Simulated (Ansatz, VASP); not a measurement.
**LaMn3 in VASP and in Ansatz**

INCAR

```
SYSTEM = LaMn3
ALGO = Normal
EDIFF = 1E-6
ENCUT = 520
GGA = PE
ISIF = 2
ISMEAR = 0
ISPIN = 2
LASPH = .True.
LCHARG = .False.
LMAXMIX = 6
LORBIT = 11
LREAL = .False.
LWAVE = .False.
MAGMOM = 0 3.63 3.63 3.63
NBANDS = 37
NELM = 150
PREC = Accurate
SIGMA = 0.05
```

File KPOINTS:

```
k-points
0
Gamma
  8 8 8
  0 0 0
```

Contents of POSCAR:

```
LaMn3
1.0
    4.2195474488      0.0000000000      0.0000000000
    0.0000000000      4.2195474488      0.0000000000
    0.0000000000      0.0000000000      4.2195474488
La Mn
1 3
Direct
    0.0000000000      0.0000000000      0.0000000000
    0.0000000000      0.5000000000      0.5000000000
    0.5000000000      0.5000000000      0.0000000000
    0.5000000000      0.0000000000      0.5000000000
```

Input for Ansatz:

```yaml
crystal:
  lattice:
    - [4.2195474488, 0.0, 0.0]
    - [0.0, 4.2195474488, 0.0]
    - [0.0, 0.0, 4.2195474488]
  atoms:
    - { symbol: La, position: [0.0, 0.0, 0.0] }
    - { symbol: Mn, position: [0.0, 0.5, 0.5], spin: 3.63 }
    - { symbol: Mn, position: [0.5, 0.5, 0.0], spin: 3.63 }
    - { symbol: Mn, position: [0.5, 0.0, 0.5], spin: 3.63 }
basis:
  ecutwfc: 420
  ecutrho_ratio: 4
kpoints:
  mp_grid: { grid: [8, 8, 8] }
hamiltonian:
  xc: pbe
scf:
  occupations: { method: gaussian, width: 0.05 }
output:
  forces: true
  stress: true
  eigenvalues: true
  populations: true
  write_density: true
  write_potential: true
  elf: true
  volumetric_format: npy
magnetization:
  spin_polarized: true
```

Alike in both runs: task single point; functional PBE; k mesh 8 × 8 × 8; occupations gaussian, width 0.05 eV; collinear spin.

|  | VASP | Ansatz |
| --- | --- | --- |
| version | VASP 6.6.1 | Ansatz 0.2.0 |
| potentials or method | VASP PAW PBE potentials, release 64 (La, Mn_pv), cutoff 520 eV | scalar-relativistic, plane waves, PAW |
| valence electrons in the cell | 50 | 56 |

```tsv
	VASP	Ansatz	Ansatz less VASP
gap on the k mesh at the Fermi level (eV)	none	none	-
pressure (GPa)	-1.7	-1.8	-0.15
net moment per atom (μB)	2.44	2.44	+0.001
size of the moment on the site where the two differ most (μB)	3.26	3.33	+0.068
```

Site moments also hang on the region over which each program counts them. A gap of «none» marks a metal or a gap that the smearing closes. VASP's potentials hold 50 valence electrons a cell and Ansatz's 56, so a difference there can come from the potentials and not from the codes.

Neither program's run includes spin-orbit coupling.
